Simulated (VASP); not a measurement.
Wanted: the native input for a VASP 6.6.1 run.

| Quantity | Value |
| --- | --- |
| Task | single point |
| Functional | LDA |
| Potentials or basis | VASP PAW LDA potentials, release 64 (F) |
| Cutoff | 600 eV |
| k mesh | 19 × 19 × 19 |
| Occupations | fermi-dirac, width 0.05 eV |
| Spin | no spin polarisation |
| Dipole correction | no |
| Further INCAR settings | ALGO = Normal; EDIFF = 1e-06; NBANDS = 10 |

The structure of F lies in POSCAR:

```
F
1.0
    0.0000000000      1.4933218148      1.4933218148
    1.4933218148      0.0000000000      1.4933218148
    1.4933218148      1.4933218148      0.0000000000
F
1
Direct
    0.0000000000      0.0000000000      0.0000000000
```

This cell differs from its parent crystal: volume scaled by 0.793, to set the pressure.

These files were run (other wordings do the same):

INCAR

```
ALGO     = Normal         # electronic algorithm
EDIFF    = 1E-6           # SCF threshold, eV
ENCUT    = 600            # plane-wave cutoff, eV
GGA_COMPAT= False        
ISIF     = 2              # what is computed and relaxed
ISMEAR   = -1             # smearing method
LASPH    = True           # aspherical terms in the spheres
LCHARG   = False          # write CHGCAR
LREAL    = False          # projectors in reciprocal space
LWAVE    = False          # write WAVECAR
NBANDS   = 10             # bands
NELM     = 120            # most SCF steps
PREC     = Accurate       # precision mode
SIGMA    = 0.05           # smearing width, eV
```

KPOINTS

```
k-points
0
Gamma
  19 19 19
```

Potentials or basis: VASP PAW LDA potentials, release 64 (F).

The run is started by

```sh
$ cat potpaw_LDA.64/F/POTCAR > POTCAR
$ mpirun -np 1 vasp_std > vasp.out
```

It gave:

```
Pressure : 42.1 GPa
```

Caveat: the cell differs from its parent crystal (volume scaled by 0.793, to set the pressure); an odd number of electrons without spin polarisation forces a metal; a magnetic or distorted state may lie lower.

It took 20 s on 1 thread of Intel Xeon 8259CL (shared host), peak memory 0.12 GiB.
